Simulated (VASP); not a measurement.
# Zn (C2/m) in VASP: relaxation of cell and atoms with PBEsol

Aim: the relaxation of cell and atoms of Zn with PBEsol.

All numbers are computed with VASP 6.6.1; they aren't measurements. Logs are shortened: lines on timing, memory, paths and dates and some standing lists are left out, and cuts for length are marked.

### Step 1. The cell of the first run

Symmetry: C2/m, No. 12, monoclinic system. Conventional cell: a = 4.536 Å, b = 2.617 Å, c = 7.472 Å, α = 90.00°, β = 102.30°, γ = 90.00°. Zn (site symmetry m) has 12 Zn at 2.62 to 2.89 Å within 3.5 Å. Zn (site symmetry 2/m) has 12 Zn at 2.62 to 2.89 Å within 3.5 Å.

### Step 2. Relaxation of cell and atoms, PBEsol, target pressure 10 GPa, at which the enthalpy is minimised

The input, INCAR:

```
SYSTEM = Zn
ALGO = Normal
EDIFF = 1E-6
EDIFFG = -0.02
ENCUT = 600
GGA = PS
IBRION = 2
ISIF = 3
ISMEAR = -1
LASPH = .True.
LCHARG = .False.
LREAL = .False.
LWAVE = .False.
NELM = 60
NSW = 80
PREC = Accurate
PSTRESS = 100.0
SIGMA = 0.05
```

The input, KPOINTS:

```
k-points
0
Gamma
  12 12 4
  0 0 0
```

The input, POSCAR:

```
Zn
1.0
    2.2681701736     -1.3084870100      0.0000000000
    2.2681701736      1.3084870100      0.0000000000
   -1.5917165425      0.0000000000      7.3004081919
Zn
3
Direct
    0.7780178600      0.7780178600      0.3345049800
    0.2219821400      0.2219821400      0.6654950200
    0.0000000000      0.0000000000      0.0000000000
```

Potentials or basis: VASP PAW PBE potentials, release 64 (Zn).

Started as:

```
$ cat potpaw_PBE.64/Zn/POTCAR > POTCAR
$ mpirun -np 1 vasp_std > vasp.out
```

OUTCAR:

```text
SYSTEM = Zn
   EDIFF = 1E-6
   EDIFFG = -0.02
   ENCUT = 600
   GGA = PS
   IBRION = 2
   ISIF = 3
   ISMEAR = -1
   LASPH = .True.
   LREAL = .False.
   NELM = 60
   NSW = 80
   PREC = Accurate
   PSTRESS = 100.0

 ion  position               nearest neighbor table
   1  0.778  0.778  0.335-   2 2.84   2 2.86   2 2.86   3 2.86   3 2.86   3 2.89
   2  0.222  0.222  0.665-   1 2.84   1 2.86   1 2.86   3 2.86   3 2.86   3 2.89
   3  0.000  0.000  0.000-   1 2.86   1 2.86   2 2.86   2 2.86   1 2.89   2 2.89

  LATTYP: Found a base centered monoclinic cell.
 ALAT       =     4.5363403472
 B/A-ratio  =     0.5768910222
 C/A-ratio  =     1.6471240986
 COS(beta)  =    -0.2130265715

  Lattice vectors:

 A1 = (   2.2681701736,  -1.3084870100,   0.0000000000)
 A2 = (   2.2681701736,   1.3084870100,   0.0000000000)
 A3 = (  -1.5917165425,   0.0000000000,   7.3004081919)

Analysis of symmetry for initial positions (statically):
=====================================================================
 Subroutine PRICEL returns:
 Original cell was already a primitive cell.

 Routine SETGRP: Setting up the symmetry group for a
 base centered monoclinic supercell.

 Subroutine GETGRP returns: Found  4 space group operations
 (whereof  4 operations were pure point group operations)
 out of a pool of  4 trial point group operations.

The static configuration has the point symmetry C_2h.

Analysis of symmetry for dynamics (positions and initial velocities):
=====================================================================
 Subroutine PRICEL returns:
 Original cell was already a primitive cell.

 Routine SETGRP: Setting up the symmetry group for a
 base centered monoclinic supercell.

 Subroutine GETGRP returns: Found  4 space group operations
 (whereof  4 operations were pure point group operations)
 out of a pool of  4 trial point group operations.

The dynamic configuration has the point symmetry C_2h.

 Subroutine INISYM returns: Found  4 space group operations
 (whereof  4 operations are pure point group operations),
 and found     1 'primitive' translations

----------------------------------------------------------------------------------------

                                     Primitive cell

  volume of cell :      43.3333

  direct lattice vectors                    reciprocal lattice vectors
[... 92 lines left out ...]
   NSW    =     80    number of steps for IOM
   IBRION =      2    ionic relax: 0-MD 1-quasi-New 2-CG
   NFREE  =      1    steps in history (QN), initial steepest desc. (CG)
   ISIF   =      3    stress and relaxation
   ISYM   =      2    0-nonsym 1-usesym 2-fastsym
   POTIM  = 0.5000    time-step for ionic-motion
   TEBEG  =    0.0;   TEEND  =   0.0 temperature during run
   PSTRESS=  100.0 pullay stress
   NELECT =      36.0000    total number of electrons
   NUPDOWN=      -1.0000    fix difference up-down
   EMIN   =  10.00;   EMAX   =-10.00  energy-range for DOS
   EFERMI =   0.00;   METHOD = LEGACY
   ISMEAR =    -1;   SIGMA  =   0.05  broadening in eV -4-tet -1-fermi 0-gaus
   EFERMI_NEDOS =   21; number of points for ismear=-14 and -15
   IALGO  =     38    algorithm
   IMIX   =      4    mixing-type and parameters
     AMIX     =   0.40;   BMIX     =  1.00
     AMIX_MAG =   1.60;   BMIX_MAG =  1.00
  volume/ion in A,a.u.               =      14.44        97.48
  Fermi-wavevector in a.u.,A,eV,Ry     =   1.538987  2.908264 32.225138  2.368481
  Thomas-Fermi vector in A             =   2.645278
   LORBIT       =      0    0 simple, 1 ext, 2 COOP (PROOUT), +10 PAW based schemes
   GGA     = PS    functional components
   LHFCALC =     F    Hartree Fock is set to
   AEXX    =    0.0000 exact exchange contribution
   IVDW    =     0    specifies the selected vdW correction
   LEPSILON=     F    determine dielectric tensor
   LRPA    =     F    only Hartree local field effects (RPA)
 conjugate gradient relaxation of ions
 non-spin polarized calculation
  energy-cutoff  :      600.00
  volume of cell :       43.33
 maximum number of plane-waves:      1462
 NGX is ok and might be reduce to    24
   NGX = 11   NGY = 11   NGZ = 29

--------------------------------------- Ionic step        1  -------------------------------------------

 number of electron      35.9999991 magnetization

 Free energy of the ion-electron system (eV)
  ---------------------------------------------------
  ext. energy  EPLUGINS =         0.00000000
  ---------------------------------------------------
  free energy    TOTEN  =        -4.72227217 eV

  energy without entropy =       -4.71476662  energy(sigma->0) =       -4.71851940

------------------------ aborting loop because EDIFF is reached ----------------------------------------

  FORCE on cell =-STRESS in cart. coord.  units (eV):
  Direction    XX          YY          ZZ          XY          YZ          ZX
  --------------------------------------------------------------------------------------
  -------------------------------------------------------------------------------------
  Total       -0.6100320     -0.7748433      0.7363911      0.0000000      0.0000000     -0.1083579
  in kB      -22.5549066    -28.6485264     27.2268208      0.0000000      0.0000000     -4.0063505
  external PRESSURE =    -107.9922041 kB  Pullay stress =     100.0000000 kB
[... 182 lines left out ...]
--------------------------------------- Ionic step        6  -------------------------------------------

 number of electron      36.0000000 magnetization

 Free energy of the ion-electron system (eV)
  ---------------------------------------------------
  ext. energy  EPLUGINS =         0.00000000
  ---------------------------------------------------
  free energy    TOTEN  =        -4.63540712 eV

  energy without entropy =       -4.63106010  energy(sigma->0) =       -4.63323361

 E-fermi :   4.1112     XC(G=0): -12.4851

 val. band max:        4.0867627369   @ k =   0.5000   0.3333   0.0000
 cond. band min:       4.1186986017   @ k =   0.3333   0.0833   0.2500
 fundamental gap:      0.0319358648
 Fermi energy:         4.1111905526

 k-point     1 :       0.0000    0.0000    0.0000
  band No.  band energies     occupation
      1      -7.6037      2.00000
      2      -5.6089      2.00000
      3      -5.5942      2.00000
      4      -4.3760      2.00000
      5      -4.0564      2.00000
      6      -4.0487      2.00000
[... 589 lines left out ...]
     21       7.2235      0.00000
     22      10.8133      0.00000

 [... further k-points ...]

------------------------ aborting loop because EDIFF is reached ----------------------------------------

  FORCE on cell =-STRESS in cart. coord.  units (eV):
  Direction    XX          YY          ZZ          XY          YZ          ZX
  --------------------------------------------------------------------------------------
  -------------------------------------------------------------------------------------
  Total        2.4364185      2.4417921      2.5019874      0.0000000      0.0000000     -0.0265895
  in kB       98.9890531     99.2073800    101.6530483      0.0000000      0.0000000     -1.0803044
  external PRESSURE =      -0.0501729 kB  Pullay stress =     100.0000000 kB
[... 22 lines left out ...]
  energy  without entropy=       -4.6310601011  energy(sigma->0) =       -4.63323361

  enthalpy is  TOTEN    =        -2.1741062273 eV   P V=        2.4613008959

 reached required accuracy - stopping structural energy minimisation
```

OSZICAR:

```text
N       E                     dE             d eps       ncg     rms          rms(c)
DAV:   1     0.198855271072E+03    0.19886E+03   -0.20466E+04  7304   0.291E+03
DAV:   2     0.381341951980E+01   -0.19504E+03   -0.19098E+03  7252   0.408E+02
DAV:   3    -0.514679504958E+01   -0.89602E+01   -0.89071E+01  8212   0.105E+02
DAV:   4    -0.520815128141E+01   -0.61356E-01   -0.61340E-01  7984   0.901E+00
[... 44 lines left out ...]
   5 F= -.21741074E+01 E0= -.21719351E+01  d E =-.219092E-03
       N       E                     dE             d eps       ncg     rms          rms(c)
DAV:   1    -0.463541321754E+01    0.25479E-03   -0.81727E-05  8206   0.151E-01    0.180E-02
DAV:   2    -0.463540759671E+01    0.56208E-05   -0.24625E-05  7846   0.994E-02    0.629E-03
DAV:   3    -0.463540712316E+01    0.47355E-06   -0.48027E-07  3794   0.122E-02
   6 F= -.21741062E+01 E0= -.21719327E+01  d E =-.217959E-03
```

It took 17 min on 1 thread of Oxide Virtual Turin-like, shared host; peak memory 0.26 GiB.

Results:

```yaml
Free_energy: -4.6354 eV
Relaxed_volume: 13.14 Å³/atom
Relaxed_cell: a = 2.524 Å, b = 2.524 Å, c = 7.323 Å, α = 100.62°, β = 100.62°, γ = 59.91°
Space_group_after_relaxing_to_0.1_Å: C2/m (No. 12)
Energy_change_on_relaxing_the_run_minimises_the_enthalpy: +29.0 meV/atom
Ionic_steps: 6
Pressure_after_relaxing: 10.0 GPa
Largest_force_after_relaxing: 0.013 eV/Å
Band_gap_on_the_k_mesh: zero (bands 18 and 19 overlap by 4.44 eV)
```

Forces on the atoms (eV/Å):
```
Zn  -0.001  0.000 -0.012
Zn   0.001  0.000  0.012
Zn   0.000  0.000  0.000
```

Step by step:
```tsv
step	energy change (eV)	largest force (eV/Å)	pressure (GPa)	volume (Å³)
1	0.0000	0.0114	-0.80	43.33
2	0.2558	0.0250	17.75	37.50
3	0.0899	0.0174	10.02	39.39
4	0.0947	0.0176	10.29	39.31
5	0.0866	0.0119	9.85	39.44
6	0.0869	0.0125	9.99	39.43
```

Final structure:
```
Zn
1.0
     2.18658   -1.26017   -0.00359
     2.18658    1.26017   -0.00359
    -1.54605    0.00000    7.15824
Zn
3
Direct
  0.77792 0.77792 0.33435
  0.22208 0.22208 0.66565
  0.00000 0.00000 0.00000
```

Levels at points of the mesh, in eV from the Fermi level:
```
           k point  band 16  band 17  band 18  band 19  band 20  band 21
(0.00, 0.00, 0.00)    -7.43    -7.42    -7.42     1.45     1.51    14.23
(0.50, 0.00, 0.00)    -3.29    -2.34    -2.03     0.80     1.31     2.31
(0.50, 0.50, 0.00)    -2.90    -2.87    -2.03    -0.06     2.27     4.05
(0.00, 0.00, 0.50)    -7.37    -7.37    -4.59    -3.19     8.03     8.11
(0.50, 0.00, 0.50)    -2.94    -2.79    -2.04     0.13     2.04     3.80
(0.50, 0.50, 0.50)    -3.33    -2.39    -1.90     0.93     1.10     2.03
```

Caveat: the cell is relaxed towards a set pressure, so the run minimises the enthalpy, not the energy; the PAW data sets were made with another functional, which shifts forces and pressure a little.

The gap in the log of VASP goes by the Fermi energy; the results here count the filled bands.